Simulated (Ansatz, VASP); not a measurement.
# One calculation of Sn, two programs

The input INCAR:

```
SYSTEM = Sn
ALGO = Fast
EDIFF = 1E-6
ENCUT = 520
GGA = PE
ISIF = 2
ISMEAR = 0
IVDW = 12
LASPH = .True.
LCHARG = .False.
LREAL = .False.
LWAVE = .False.
NBANDS = 13
NELM = 80
PREC = Accurate
SIGMA = 0.15
```

Contents of KPOINTS:

```
k-points
0
Gamma
  24 24 24
  0 0 0
```

Contents of POSCAR:

```
Sn
1.0
   -1.8947590656      1.8949827914      2.1674907473
    1.8947590656     -1.8949827914      2.1674907473
    1.8947590656      1.8949827914     -2.1674907473
Sn
1
Direct
    0.0000000000      0.0000000000      0.0000000000
```

Input for Ansatz:

```yaml
crystal:
  lattice:
    - [-1.8947590656, 1.8949827914, 2.1674907473]
    - [1.8947590656, -1.8949827914, 2.1674907473]
    - [1.8947590656, 1.8949827914, -2.1674907473]
  atoms:
    - { symbol: Sn, position: [0.0, 0.0, 0.0] }
basis:
  ecutwfc: 420
kpoints:
  mp_grid: { grid: [24, 24, 24] }
hamiltonian:
  xc: pbe
  dispersion: d3bj
scf:
  occupations: { method: gaussian, width: 0.15 }
output:
  forces: true
  stress: true
  eigenvalues: true
```

Change from the starting cell: strain +0.080 along x and y, +0.000 along z, atoms carried along.

Alike in both runs: task single point; functional PBE; dispersion D3(BJ); k mesh 24 × 24 × 24; occupations gaussian, width 0.15 eV; no spin polarisation.

|  | VASP | Ansatz |
| --- | --- | --- |
| version | VASP 6.6.1 | Ansatz 0.2.0 |
| potentials or method | VASP PAW PBE potentials, release 64 (Sn_d), cutoff 520 eV | scalar-relativistic, plane waves, PAW |
| valence electrons in the cell | 14 | 14 |

```csv
,VASP,Ansatz,Ansatz less VASP
gap on the k mesh at the Fermi level (eV),none,none,-
pressure (GPa),-4.8,-4.8,+0.01
"traceless stress, the component that is largest in VASP (GPa)",0.51,0.51,-0.002
```

A gap of «none» marks a metal or a gap that the smearing closes. Ansatz's warnings: dispersion switch in reach.
